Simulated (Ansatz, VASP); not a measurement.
## Two plane-wave programs on Ti

```
Ti
1.0
    -1.35712    1.35712    2.12498
     1.35712   -1.35712    2.12498
     1.35712    1.35712   -2.12498
Ti
1
Cartesian
  0.0000 0.0000 0.0000
```

Alike in both runs: task single point; functional PBEsol; k mesh 22 × 22 × 22; occupations gaussian, width 0.15 eV; no spin polarisation.

|  | VASP | Ansatz |
| --- | --- | --- |
| version | VASP 6.6.1 | Ansatz 0.2.0 |
| potentials or method | VASP PAW PBE potentials, release 64 (Ti_sv), cutoff 520 eV | scalar-relativistic, plane waves, PAW |
| valence electrons in the cell | 12 | 12 |

```csv
,VASP,Ansatz,Ansatz less VASP
gap on the k mesh at the Fermi level (eV),none,none,-
pressure (GPa),7.5,7.9,+0.39
"traceless stress, the component that is largest in VASP (GPa)",-1.81,-1.76,+0.058
```

VASP's potentials were made for PBE, not for PBEsol, and Ansatz warns of the same on its side. A gap of «none» marks a metal or a gap that the smearing closes.
